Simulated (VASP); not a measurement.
# Se (Fm-3m) in VASP: single point with LDA

Aim: the single point of Se with LDA.

Program: VASP 6.6.1. These are calculated values, not measurements. Logs are shortened: lines on timing, memory, paths and dates and some standing lists are left out, and cuts for length are marked.

## Step 1: The cell of the first run

Symmetry: Fm-3m, No. 225, cubic system. Conventional cell: a = 6.141 Å, b = 6.141 Å, c = 6.141 Å, α = 90.00°, β = 90.00°, γ = 90.00°. Se (site symmetry m-3m) has 12 Se at 4.34 Å within 5.7 Å.

This isn't the form of Se at room conditions, which is trigonal, of chains.

## Step 2: Single point, LDA

The input, INCAR:

```
SYSTEM = Se
ALGO     = Normal         ! electronic algorithm
EDIFF    = 1E-6           ! SCF threshold, eV
ENCUT    = 500            ! plane-wave cutoff, eV
GGA_COMPAT= .FALSE.      
ISIF     = 2              ! what is computed and relaxed
ISMEAR   = 1              ! smearing method
LASPH    = .TRUE.         ! aspherical terms in the spheres
LCHARG   = .TRUE.         ! write CHGCAR
LELF     = .TRUE.         ! ELF
LREAL    = .FALSE.        ! projectors in reciprocal space
LVHAR    = .TRUE.       
LWAVE    = .FALSE.        ! write WAVECAR
NBANDS   = 9              ! bands
NELM     = 120            ! most SCF steps
PREC     = Accurate       ! precision mode
SIGMA    = 0.05           ! smearing width, eV
```

The input, KPOINTS:

```
k-points
0
G
  6 6 6
  0 0 0
```

The input, POSCAR:

```
Se
1.0
    0.0000000000      3.0702712000      3.0702712000
    3.0702712000      0.0000000000      3.0702712000
    3.0702712000      3.0702712000      0.0000000000
Se
1
Direct
    0.7500000000      0.7500000000      0.7500000000
```

Potentials or basis: VASP PAW LDA potentials, release 64 (Se).

Started as:

```sh
$ cat potpaw_LDA.64/Se/POTCAR > POTCAR
$ mpirun -np 1 vasp_std > vasp.out
```

OUTCAR:

```text
SYSTEM = Se
   EDIFF = 1E-6
   ENCUT = 500
   ISIF = 2
   ISMEAR = 1
   LASPH = .TRUE.
   LREAL = .FALSE.
   NELM = 120
   PREC = Accurate

 ion  position               nearest neighbor table
   1  0.750  0.750  0.750-

  LATTYP: Found a face centered cubic cell.
 ALAT       =     6.1405424000

  Lattice vectors:

 A1 = (   0.0000000000,   3.0702712000,   3.0702712000)
 A2 = (   3.0702712000,   0.0000000000,   3.0702712000)
 A3 = (   3.0702712000,   3.0702712000,   0.0000000000)

Analysis of symmetry for initial positions (statically):
=====================================================================
 Subroutine PRICEL returns:
 Original cell was already a primitive cell.

 Routine SETGRP: Setting up the symmetry group for a
 face centered cubic supercell.

 Subroutine GETGRP returns: Found 48 space group operations
 (whereof 24 operations were pure point group operations)
 out of a pool of 48 trial point group operations.

The static configuration has the point symmetry T_d .
 The point group associated with its full space group is O_h .

Analysis of symmetry for dynamics (positions and initial velocities):
=====================================================================
 Subroutine PRICEL returns:
 Original cell was already a primitive cell.

 Routine SETGRP: Setting up the symmetry group for a
 face centered cubic supercell.

 Subroutine GETGRP returns: Found 48 space group operations
 (whereof 24 operations were pure point group operations)
 out of a pool of 48 trial point group operations.

The dynamic configuration has the point symmetry T_d .
 The point group associated with its full space group is O_h .

 Subroutine INISYM returns: Found 48 space group operations
 (whereof 24 operations are pure point group operations),
 and found     1 'primitive' translations

----------------------------------------------------------------------------------------

                                     Primitive cell

  volume of cell :      57.8842

  direct lattice vectors                    reciprocal lattice vectors
     0.000000000  3.070271200  3.070271200    -0.162852063  0.162852063  0.162852063
     3.070271200  0.000000000  3.070271200     0.162852063 -0.162852063  0.162852063
     3.070271200  3.070271200  0.000000000     0.162852063  0.162852063 -0.162852063

  length of vectors
     4.342019171  4.342019171  4.342019171     0.282068048  0.282068048  0.282068048

  position of ions in fractional coordinates (direct lattice)
     0.750000000  0.750000000  0.750000000

  ion indices of the primitive-cell ions
   primitive index   ion index
                 1           1

----------------------------------------------------------------------------------------

 KPOINTS: k-points

Automatic generation of k-mesh.
 Grid dimensions read from file:
 generate k-points for:    6    6    6

 Generating k-lattice:

  Cartesian coordinates                     Fractional coordinates (reciprocal lattice)
    -0.027142011  0.027142011  0.027142011     0.166666667  0.000000000  0.000000000
     0.027142011 -0.027142011  0.027142011     0.000000000  0.166666667  0.000000000
     0.027142011  0.027142011 -0.027142011     0.000000000  0.000000000  0.166666667

  Length of vectors
     0.047011341  0.047011341  0.047011341

  Shift w.r.t. Gamma in fractional coordinates (k-lattice)
     0.000000000  0.000000000  0.000000000

 Subroutine IBZKPT returns following result:
 ===========================================

 Found     16 irreducible k-points:

 Following reciprocal coordinates:
            Coordinates               Weight
  0.000000  0.000000  0.000000      1.000000
  0.166667  0.000000  0.000000      8.000000
  0.333333  0.000000  0.000000      8.000000
  0.500000  0.000000  0.000000      4.000000
  0.166667  0.166667  0.000000      6.000000
  0.333333  0.166667  0.000000     24.000000
[... 8 lines left out ...]
 -0.333333  0.333333  0.166667     24.000000
 -0.333333  0.500000  0.166667     12.000000
   k-points           NKPTS =     16   k-points in BZ     NKDIM =     16   number of bands    NBANDS=      9
   number of dos      NEDOS =    301   number of ions     NIONS =      1
   total plane-waves  NPLWV =  32768
   dimension x,y,z NGX =    32 NGY =   32 NGZ =   32
   dimension x,y,z NGXF=    64 NGYF=   64 NGZF=   64
   ions per type =               1
   NGX,Y,Z   is equivalent  to a cutoff of  12.25, 12.25, 12.25 a.u.
   NGXF,Y,Z  is equivalent  to a cutoff of  24.50, 24.50, 24.50 a.u.
 SYSTEM =  Se
   PREC   = accura    normal or accurate (medium, high low for compatibility)
   ISTART =      0    job   : 0-new  1-cont  2-samecut
   ICHARG =      2    charge: 1-file 2-atom 10-const
   ISPIN  =      1    spin polarized calculation?
   LNONCOLLINEAR =      F non collinear calculations
   LSORBIT =      F    spin-orbit coupling
   LASPH  =      T    aspherical Exc in radial PAW
   ENCUT  =  500.0 eV  36.75 Ry    6.06 a.u.   7.92  7.92  7.92*2*pi/ulx,y,z
   NELM   =    120;   NELMIN=  2; NELMDL= -5     # of ELM steps
   EDIFF  = 0.1E-05   stopping-criterion for ELM
   LREAL  =      F    real-space projection
[... 7 lines left out ...]
   TEBEG  =    0.0;   TEEND  =   0.0 temperature during run
   PSTRESS=    0.0 pullay stress
   NELECT =       6.0000    total number of electrons
   NUPDOWN=      -1.0000    fix difference up-down
   EMIN   =  10.00;   EMAX   =-10.00  energy-range for DOS
   EFERMI =   0.00;   METHOD = LEGACY
   ISMEAR =     1;   SIGMA  =   0.05  broadening in eV -4-tet -1-fermi 0-gaus
   EFERMI_NEDOS =   21; number of points for ismear=-14 and -15
   IALGO  =     38    algorithm
   IMIX   =      4    mixing-type and parameters
     AMIX     =   0.40;   BMIX     =  1.00
     AMIX_MAG =   1.60;   BMIX_MAG =  1.00
  volume/ion in A,a.u.               =      57.88       390.62
  Fermi-wavevector in a.u.,A,eV,Ry     =   0.769022  1.453240  8.046406  0.591394
  Thomas-Fermi vector in A             =   1.869921
   LORBIT       =      0    0 simple, 1 ext, 2 COOP (PROOUT), +10 PAW based schemes
   GGA     = CA    functional components
   LHFCALC =     F    Hartree Fock is set to
   AEXX    =    0.0000 exact exchange contribution
   IVDW    =     0    specifies the selected vdW correction
   LEPSILON=     F    determine dielectric tensor
   LRPA    =     F    only Hartree local field effects (RPA)
 non-spin polarized calculation
 Methfessel and Paxton  Order N= 1 SIGMA  =   0.05
  energy-cutoff  :      500.00
  volume of cell :       57.88
 maximum number of plane-waves:      1484
   NGX = 15   NGY = 15   NGZ = 15

 number of electron       5.9999998 magnetization

 Free energy of the ion-electron system (eV)
  ---------------------------------------------------
  ext. energy  EPLUGINS =         0.00000000
  ---------------------------------------------------
  free energy    TOTEN  =        -1.16707770 eV

  energy without entropy =       -1.16885696  energy(sigma->0) =       -1.16767079

 E-fermi :  -2.8674     XC(G=0):  -6.6495

 val. band max:       -2.8757109945   @ k =   0.3333   0.3333   0.0000
 cond. band min:      -2.7973115807   @ k =  -0.3333   0.3333   0.0000
 fundamental gap:      0.0783994138
 Fermi energy:        -2.8673950729

 k-point     1 :       0.0000    0.0000    0.0000
  band No.  band energies     occupation
      1     -14.2867      2.00000
      2      -2.4051     -0.00000
      3      -2.4051     -0.00000
      4      -2.4051     -0.00000
      5       2.0042      0.00000
      6       7.5067      0.00000
      7       7.5067      0.00000
      8       7.5067      0.00000
      9       9.9265      0.00000

 k-point     2 :       0.1667    0.0000    0.0000
  band No.  band energies     occupation
      1     -14.2282      2.00000
      2      -2.9877      2.00349
      3      -2.4586     -0.00000
      4      -2.4586     -0.00000
      5       2.7692      0.00000
      6       6.7026      0.00000
      7       7.7170      0.00000
      8       7.7170      0.00000
      9       9.3394      0.00000

 k-point     3 :       0.3333    0.0000    0.0000
  band No.  band energies     occupation
      1     -14.1062      2.00000
      2      -3.8650      2.00000
      3      -2.5602     -0.00000
      4      -2.5602     -0.00000
      5       3.7512      0.00000
      6       6.4686      0.00000
      7       7.4031      0.00000
      8       7.4031      0.00000
      9       9.8975      0.00000

 k-point     4 :       0.5000    0.0000    0.0000
  band No.  band energies     occupation
      1     -14.0424      2.00000
      2      -4.2301      2.00000
      3      -2.6086     -0.00000
      4      -2.6086     -0.00000
      5       3.9061      0.00000
      6       6.8676      0.00000
      7       7.1300      0.00000
      8       7.1300      0.00000
      9       9.9859      0.00000
[... 109 lines left out ...]
 k-point    14 :       0.5000    0.3333    0.1667
  band No.  band energies     occupation
      1     -14.0253      2.00000
      2      -3.8082      2.00000
      3      -3.1543      2.00000
      4      -2.7946     -0.05914
      5       4.7570      0.00000
      6       5.7810      0.00000
      7       6.0657      0.00000
      8       8.5869      0.00000
      9       9.6591      0.00000

 k-point    15 :      -0.3333    0.3333    0.1667
  band No.  band energies     occupation
      1     -13.9828      2.00000
      2      -3.8368      2.00000
      3      -3.3797      2.00000
      4      -2.9022      1.91656
      5       5.0896      0.00000
      6       5.5367      0.00000
      7       6.6287      0.00000
      8       8.1120      0.00000
      9      10.2177      0.00000

 k-point    16 :      -0.3333    0.5000    0.1667
  band No.  band energies     occupation
      1     -13.9628      2.00000
      2      -3.8367      2.00000
      3      -3.3235      2.00000
      4      -3.0913      2.00000
      5       4.4136      0.00000
      6       5.5352      0.00000
      7       7.2310      0.00000
      8       8.2597      0.00000
      9      11.3588      0.00000

------------------------ aborting loop because EDIFF is reached ----------------------------------------

  FORCE on cell =-STRESS in cart. coord.  units (eV):
  Direction    XX          YY          ZZ          XY          YZ          ZX
  --------------------------------------------------------------------------------------
  -------------------------------------------------------------------------------------
  Total       -2.0449227     -2.0449227     -2.0449227      0.0000000      0.0000000     -0.0000000
  in kB      -56.6014120    -56.6014120    -56.6014120      0.0000000      0.0000000     -0.0000000
  external PRESSURE =     -56.6014120 kB  Pullay stress =       0.0000000 kB

 VOLUME and BASIS-vectors are now :
 -----------------------------------------------------------------------------
  energy-cutoff  :      500.00
  volume of cell :       57.88
      direct lattice vectors                 reciprocal lattice vectors
     0.000000000  3.070271200  3.070271200    -0.162852063  0.162852063  0.162852063
     3.070271200  0.000000000  3.070271200     0.162852063 -0.162852063  0.162852063
     3.070271200  3.070271200  0.000000000     0.162852063  0.162852063 -0.162852063

 POSITION                                       TOTAL-FORCE (eV/Angst)
 -----------------------------------------------------------------------------------
      4.60541      4.60541      4.60541        -0.000000     -0.000000      0.000000
 -----------------------------------------------------------------------------------
    total drift:                               -0.000000     -0.000000     -0.000000

  FREE ENERGIE OF THE ION-ELECTRON SYSTEM (eV)
  ---------------------------------------------------
  free  energy   TOTEN  =        -1.1670777026 eV

  energy  without entropy=       -1.1688569557  energy(sigma->0) =       -1.16767079
```

It took 9.2 s on 1 thread of Intel Xeon Platinum 8259CL at 2.50GHz (Skylake/Cascade Lake), shared host; peak memory 0.15 GiB.

Results:

- Free energy: -1.1671 eV
- Pressure: -5.7 GPa
- Band gap on the k mesh: zero (bands 3 and 4 overlap by 0.69 eV)

Caveat: the cell stands under tension; the atoms stand far beyond bonding distance, and open shells without spin polarisation read as a metal.

The gap in the log of VASP goes by the Fermi energy; the results here count the filled bands.